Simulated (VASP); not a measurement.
Input of a VASP 6.6.1 run:

INCAR

```
PREC = Accurate ; ENCUT = 520
EDIFF = 1E-6 ; ISMEAR = -1
SIGMA = 0.1 ; LREAL = False
LASPH = True ; NELM = 60
ALGO = Normal ; ISIF = 2
LWAVE = False ; LCHARG = True
GGA = CA ; LELF = True
LVHAR = True ; NBANDS = 16
```

File KPOINTS:

```
regular mesh
0
Gamma
  7 7 5
```

File POSCAR:

```
CaBr
1.0
    3.9170220000      0.0000000000      0.0000000000
   -1.9585110000      3.3922410000      0.0000000000
    0.0000000000      0.0000000000      4.3410340000
Ca Br
1 1
Direct
    0.0000000000      0.0000000000      0.0000000000
    0.3333333333      0.6666666667      0.5000000000
```

Potentials or basis: VASP PAW LDA potentials, release 64 (Ca_sv, Br).

The run is started by

```bash
$ cat potpaw_LDA.64/Ca_sv/POTCAR potpaw_LDA.64/Br/POTCAR > POTCAR
$ mpirun -np 1 vasp_std > vasp.out
```

(1) What does it give for the pressure?

## Answers

(1) -3.1 GPa.

Caveat: an odd number of electrons without spin polarisation forces a metal; a magnetic or distorted state may lie lower.
